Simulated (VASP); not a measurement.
# Rh (P6_3/mmc) in VASP: notebook

Rh is run at these levels: r2SCAN; tasks: single point.

All numbers are computed with VASP 6.6.1; they aren't measurements. Logs are shortened: lines on timing, memory, paths and dates and some standing lists are left out, and cuts for length are marked.

## (1) The cell of the first run

It takes space group P6_3/mmc (No. 194, hexagonal). Conventional cell: a = 2.690 Å, b = 2.690 Å, c = 8.779 Å, α = 90.00°, β = 90.00°, γ = 120.00°. Within 3.5 Å of Rh (site symmetry -3m) lie 12 Rh at 2.69 Å. Rh (site symmetry -6m2) has 12 Rh at 2.69 Å within 3.5 Å.

This isn't the form of Rh at room conditions, which is fcc.

## (2) Single point, r2SCAN

Input file POSCAR:

```
Rh
1.0
    2.6903684778      0.0000000000      0.0000000000
   -1.3451842389      2.3299274473      0.0000000000
    0.0000000000      0.0000000000      8.7794785977
Rh
4
Direct
    0.0000000000      1.0000000000      0.0000000000
    0.0000000000      1.0000000000      0.5000000000
    0.3333333333      0.6666666667      0.2500000000
    0.6666666667      0.3333333333      0.7500000000
```

Input file INCAR.step1:

```
SYSTEM = Rh
  PREC = Accurate
  ENCUT = 520
  ISMEAR = -1
  SIGMA = 0.1
  LREAL = .False.
  LASPH = .True.
  NELM = 80
  NBANDS = 38
  GGA = PE
  ALGO = Normal
  EDIFF = 1E-4
  LWAVE = .True.
  LCHARG = .False.
```

Input file INCAR.step2:

```
SYSTEM = Rh
  PREC = Accurate
  ENCUT = 520
  EDIFF = 1E-6
  ISMEAR = -1
  SIGMA = 0.1
  LREAL = .False.
  LASPH = .True.
  NELM = 80
  ALGO = Normal
  ISIF = 2
  LWAVE = .False.
  LCHARG = .True.
  METAGGA = R2SCAN
  LMIXTAU = .True.
  LELF = .True.
  LVHAR = .True.
  NBANDS = 38
  ISTART = 1
```

Input file KPOINTS:

```
Automatic mesh
0
Gamma
  13 13 4
  0 0 0
```

Potentials or basis: VASP PAW PBE potentials, release 64 (Rh_pv).

On the command line:

```console
> cat potpaw_PBE.64/Rh_pv/POTCAR > POTCAR
> cp INCAR.step1 INCAR
> mpirun -np 1 vasp_std > vasp.out
> cp INCAR.step2 INCAR
> mpirun -np 1 vasp_std > vasp.out
```

OUTCAR:

```text
SYSTEM = Rh
   PREC = Accurate
   ENCUT = 520
   EDIFF = 1E-6
   ISMEAR = -1
   LREAL = .False.
   LASPH = .True.
   NELM = 80
   ISIF = 2
   METAGGA = R2SCAN
   ISTART = 1

 ion  position               nearest neighbor table
   1  0.000  0.000  0.000-   3 2.69   4 2.69   3 2.69   4 2.69   4 2.69   3 2.69
   2  0.000  0.000  0.500-   3 2.69   4 2.69   3 2.69   4 2.69   4 2.69   3 2.69
   3  0.333  0.667  0.250-   1 2.69   2 2.69   1 2.69   2 2.69   1 2.69   2 2.69
   4  0.667  0.333  0.750-   1 2.69   2 2.69   1 2.69   2 2.69   1 2.69   2 2.69

  LATTYP: Found a hexagonal cell.
 ALAT       =     2.6903684778
 C/A-ratio  =     3.2632996819

  Lattice vectors:

 A1 = (   2.6903684778,   0.0000000000,   0.0000000000)
 A2 = (  -1.3451842389,   2.3299274473,   0.0000000000)
 A3 = (   0.0000000000,   0.0000000000,   8.7794785977)

Analysis of symmetry for initial positions (statically):
=====================================================================
 Subroutine PRICEL returns:
 Original cell was already a primitive cell.

 Routine SETGRP: Setting up the symmetry group for a
 hexagonal supercell.

 Subroutine GETGRP returns: Found 24 space group operations
 (whereof 12 operations were pure point group operations)
 out of a pool of 24 trial point group operations.

The static configuration has the point symmetry D_3d.
 The point group associated with its full space group is D_6h.

Analysis of symmetry for dynamics (positions and initial velocities):
=====================================================================
 Subroutine PRICEL returns:
 Original cell was already a primitive cell.

 Routine SETGRP: Setting up the symmetry group for a
 hexagonal supercell.

 Subroutine GETGRP returns: Found 24 space group operations
 (whereof 12 operations were pure point group operations)
 out of a pool of 24 trial point group operations.

The dynamic configuration has the point symmetry D_3d.
 The point group associated with its full space group is D_6h.

 Subroutine INISYM returns: Found 24 space group operations
 (whereof 12 operations are pure point group operations),
 and found     1 'primitive' translations

----------------------------------------------------------------------------------------

                                     Primitive cell

  volume of cell :      55.0330

  direct lattice vectors                    reciprocal lattice vectors
     2.690368478  0.000000000  0.000000000     0.371696297  0.214598957  0.000000000
    -1.345184239  2.329927447  0.000000000     0.000000000  0.429197914  0.000000000
     0.000000000  0.000000000  8.779478598     0.000000000  0.000000000  0.113901980

  length of vectors
     2.690368478  2.690368478  8.779478598     0.429197914  0.429197914  0.113901980

  position of ions in fractional coordinates (direct lattice)
     0.000000000  0.000000000  0.000000000
     0.000000000  0.000000000  0.500000000
     0.333333333  0.666666667  0.250000000
     0.666666667  0.333333333  0.750000000

  ion indices of the primitive-cell ions
   primitive index   ion index
                 1           1
                 2           2
                 3           3
                 4           4

----------------------------------------------------------------------------------------

 KPOINTS: Automatic mesh

Automatic generation of k-mesh.
 Grid dimensions read from file:
 generate k-points for:   13   13    4

 Generating k-lattice:

  Cartesian coordinates                     Fractional coordinates (reciprocal lattice)
     0.028592023  0.016507612  0.000000000     0.076923077  0.000000000  0.000000000
     0.000000000  0.033015224  0.000000000     0.000000000  0.076923077  0.000000000
     0.000000000  0.000000000  0.028475495     0.000000000  0.000000000  0.250000000

  Length of vectors
     0.033015224  0.033015224  0.028475495

  Shift w.r.t. Gamma in fractional coordinates (k-lattice)
     0.000000000  0.000000000  0.000000000

 Subroutine IBZKPT returns following result:
 ===========================================

 Found     63 irreducible k-points:

 Following reciprocal coordinates:
            Coordinates               Weight
  0.000000  0.000000  0.000000      1.000000
  0.076923 -0.000000  0.000000      6.000000
  0.153846 -0.000000  0.000000      6.000000
  0.230769 -0.000000  0.000000      6.000000
  0.307692 -0.000000  0.000000      6.000000
  0.384615 -0.000000  0.000000      6.000000
[... 16 lines left out ...]
  0.076923 -0.000000  0.250000     12.000000
  0.153846 -0.000000  0.250000     12.000000
 [... further k-points ...]
   k-points           NKPTS =     63   k-points in BZ     NKDIM =     63   number of bands    NBANDS=     38
   number of dos      NEDOS =    301   number of ions     NIONS =      4
   total plane-waves  NPLWV =  28000
   dimension x,y,z NGX =    20 NGY =   20 NGZ =   70
   dimension x,y,z NGXF=    40 NGYF=   40 NGZF=  140
   ions per type =               4
   NGX,Y,Z   is equivalent  to a cutoff of  12.36, 12.36, 13.26 a.u.
   NGXF,Y,Z  is equivalent  to a cutoff of  24.72, 24.72, 26.51 a.u.
 SYSTEM =  Rh
   PREC   = accura    normal or accurate (medium, high low for compatibility)
   ISTART =      1    job   : 0-new  1-cont  2-samecut
   ICHARG =      0    charge: 1-file 2-atom 10-const
   ISPIN  =      1    spin polarized calculation?
   LNONCOLLINEAR =      F non collinear calculations
   LSORBIT =      F    spin-orbit coupling
   LASPH  =      T    aspherical Exc in radial PAW
   ENCUT  =  520.0 eV  38.22 Ry    6.18 a.u.   5.00  5.00 16.32*2*pi/ulx,y,z
   NELM   =     80;   NELMIN=  2; NELMDL=  0     # of ELM steps
   EDIFF  = 0.1E-05   stopping-criterion for ELM
   LREAL  =      F    real-space projection
   EDIFFG = 0.1E-04   stopping-criterion for IOM
   NSW    =      0    number of steps for IOM
   IBRION =     -1    ionic relax: 0-MD 1-quasi-New 2-CG
   NFREE  =      0    steps in history (QN), initial steepest desc. (CG)
   ISIF   =      2    stress and relaxation
   ISYM   =      2    0-nonsym 1-usesym 2-fastsym
   POTIM  = 0.5000    time-step for ionic-motion
   TEBEG  =    0.0;   TEEND  =   0.0 temperature during run
   PSTRESS=    0.0 pullay stress
   NELECT =      60.0000    total number of electrons
   NUPDOWN=      -1.0000    fix difference up-down
   EMIN   =  10.00;   EMAX   =-10.00  energy-range for DOS
   EFERMI =   0.00;   METHOD = LEGACY
   ISMEAR =    -1;   SIGMA  =   0.10  broadening in eV -4-tet -1-fermi 0-gaus
   EFERMI_NEDOS =   21; number of points for ismear=-14 and -15
   IALGO  =     38    algorithm
   IMIX   =      4    mixing-type and parameters
     AMIX     =   0.40;   BMIX     =  1.00
     AMIX_MAG =   1.60;   BMIX_MAG =  1.00
  volume/ion in A,a.u.               =      13.76        92.85
  Fermi-wavevector in a.u.,A,eV,Ry     =   1.684939  3.184074 38.627223  2.839021
  Thomas-Fermi vector in A             =   2.767872
   LORBIT       =      0    0 simple, 1 ext, 2 COOP (PROOUT), +10 PAW based schemes
   METAGGA = R2SCAN    functional components
   LHFCALC =     F    Hartree Fock is set to
   AEXX    =    0.0000 exact exchange contribution
   IVDW    =     0    specifies the selected vdW correction
   LEPSILON=     F    determine dielectric tensor
   LRPA    =     F    only Hartree local field effects (RPA)
 non-spin polarized calculation
  energy-cutoff  :      520.00
  volume of cell :       55.03
 maximum number of plane-waves:      1513
 NGX is ok and might be reduce to    20
   NGX =  9   NGY =  9   NGZ = 33

 number of electron      59.9999993 magnetization

 Free energy of the ion-electron system (eV)
  ---------------------------------------------------
  ext. energy  EPLUGINS =         0.00000000
  ---------------------------------------------------
  free energy    TOTEN  =       -96.55460307 eV

  energy without entropy =      -96.36969155  energy(sigma->0) =      -96.46214731

 E-fermi :  11.7495     XC(G=0): -15.2001

 val. band max:       11.7490151798   @ k =   0.3077  -0.0000   0.2500
 cond. band min:      11.7500966322   @ k =   0.3846  -0.0000   0.2500
 fundamental gap:      0.0010814523
 Fermi energy:        11.7495166861

 k-point     1 :       0.0000    0.0000    0.0000
  band No.  band energies     occupation
      1     -36.8392      2.00000
      2     -36.4578      2.00000
      3     -36.4486      2.00000
      4     -36.1630      2.00000
      5     -36.1630      2.00000
      6     -36.1200      2.00000
[... 30 lines left out ...]
     37      20.7839      0.00000
     38      26.9039      0.00000

 k-point     2 :       0.0769   -0.0000    0.0000
  band No.  band energies     occupation
      1     -36.8245      2.00000
      2     -36.4615      2.00000
      3     -36.4532      2.00000
      4     -36.1971      2.00000
      5     -36.1739      2.00000
      6     -36.1459      2.00000
[... 30 lines left out ...]
     37      20.7499      0.00000
     38      27.1410      0.00000

 k-point     3 :       0.1538   -0.0000    0.0000
  band No.  band energies     occupation
      1     -36.7825      2.00000
      2     -36.4799      2.00000
      3     -36.4774      2.00000
      4     -36.2886      2.00000
      5     -36.2160      2.00000
      6     -36.2035      2.00000
[... 30 lines left out ...]
     37      20.6702      0.00000
     38      27.6384      0.00000

 k-point     4 :       0.2308   -0.0000    0.0000
  band No.  band energies     occupation
      1     -36.7203      2.00000
      2     -36.5476      2.00000
      3     -36.5323      2.00000
      4     -36.4122      2.00000
      5     -36.3389      2.00000
      6     -36.2479      2.00000
[... 30 lines left out ...]
     37      20.6106      0.00000
     38      26.6552      0.00000
[... 703 lines left out ...]
      4     -36.1590      2.00000
      5     -36.1590      2.00000
      6     -36.1316      2.00000
[... 30 lines left out ...]
     37      21.5747      0.00000
     38      25.5807      0.00000

 k-point    23 :       0.0769   -0.0000    0.2500
  band No.  band energies     occupation
      1     -36.7970      2.00000
      2     -36.5993      2.00000
      3     -36.3137      2.00000
      4     -36.1924      2.00000
      5     -36.1697      2.00000
      6     -36.1607      2.00000
[... 30 lines left out ...]
     37      21.5813      0.00000
     38      25.6793      0.00000

 k-point    24 :       0.1538   -0.0000    0.2500
  band No.  band energies     occupation
      1     -36.7595      2.00000
      2     -36.5949      2.00000
      3     -36.3654      2.00000
      4     -36.2800      2.00000
      5     -36.2417      2.00000
      6     -36.1988      2.00000
[... 30 lines left out ...]
     37      21.6352      0.00000
     38      25.9399      0.00000

 [... further k-points ...]

------------------------ aborting loop because EDIFF is reached ----------------------------------------

  FORCE on cell =-STRESS in cart. coord.  units (eV):
  Direction    XX          YY          ZZ          XY          YZ          ZX
  --------------------------------------------------------------------------------------
  -------------------------------------------------------------------------------------
  Total        0.4164032      0.4164032      0.4138588      0.0000000      0.0000000      0.0000000
  in kB       12.1227659     12.1227659     12.0486920      0.0000000      0.0000000      0.0000000
  external PRESSURE =      12.0980746 kB  Pullay stress =       0.0000000 kB

 VOLUME and BASIS-vectors are now :
 -----------------------------------------------------------------------------
  energy-cutoff  :      520.00
  volume of cell :       55.03
      direct lattice vectors                 reciprocal lattice vectors
     2.690368478  0.000000000  0.000000000     0.371696297  0.214598957  0.000000000
    -1.345184239  2.329927447  0.000000000     0.000000000  0.429197914  0.000000000
     0.000000000  0.000000000  8.779478598     0.000000000  0.000000000  0.113901980

 POSITION                                       TOTAL-FORCE (eV/Angst)
 -----------------------------------------------------------------------------------
      0.00000      0.00000      0.00000        -0.000000      0.000000      0.000000
      0.00000      0.00000      4.38974         0.000000      0.000000      0.000000
     -0.00000      1.55328      2.19487         0.000000     -0.000000     -0.000000
      1.34518      0.77664      6.58461        -0.000000     -0.000000      0.000000
 -----------------------------------------------------------------------------------
    total drift:                                0.000000     -0.000000      0.000000

  FREE ENERGIE OF THE ION-ELECTRON SYSTEM (eV)
  ---------------------------------------------------
  free  energy   TOTEN  =       -96.5546030665 eV

  energy  without entropy=      -96.3696915488  energy(sigma->0) =      -96.46214731
```

Wall time 5.8 min (1 thread of AMD EPYC 9R45 (Zen 5), shared host); peak memory 0.2 GiB.

What came out:

```
Free energy            : -96.5546 eV
Pressure               : 1.2 GPa
Band gap on the k mesh : zero (bands 30 and 31 overlap by 1.92 eV)
```

Caveat: the PAW data sets were made with another functional, which shifts forces and pressure a little.

(Part 1 of 2 ends here.)
